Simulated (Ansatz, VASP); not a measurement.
# MgO in VASP and in Ansatz

```
Mg O
1.0
     0.00000    1.95411    1.95411
     1.95411    0.00000    1.95411
     1.95411    1.95411    0.00000
Mg O
1 1
Direct
  0.00000 0.00000 0.00000
  0.50000 0.50000 0.50000
```

Alike in both runs: task single point; functional PBEsol; k mesh 10 × 10 × 10; no spin polarisation.

|  | VASP | Ansatz |
| --- | --- | --- |
| version | VASP 6.6.1 | Ansatz 0.2.0 |
| potentials or method | VASP PAW PBE potentials, release 64 (Mg, O), cutoff 600 eV | scalar-relativistic, plane waves, PAW |
| occupations | gaussian, width 0.01 eV | fixed |
| valence electrons in the cell | 8 | 16 |

|  | VASP | Ansatz | Ansatz less VASP |
| --- | --- | --- | --- |
| gap on the k mesh at the Fermi level (eV) | 7.14 | 7.12 | -0.019 |
| least direct gap on the mesh (eV) | 7.14 | 7.12 | -0.019 |

VASP's potentials were made for PBE, not for PBEsol. VASP's potentials hold 8 valence electrons a cell and Ansatz's 16, so a difference there can come from the potentials and not from the codes.
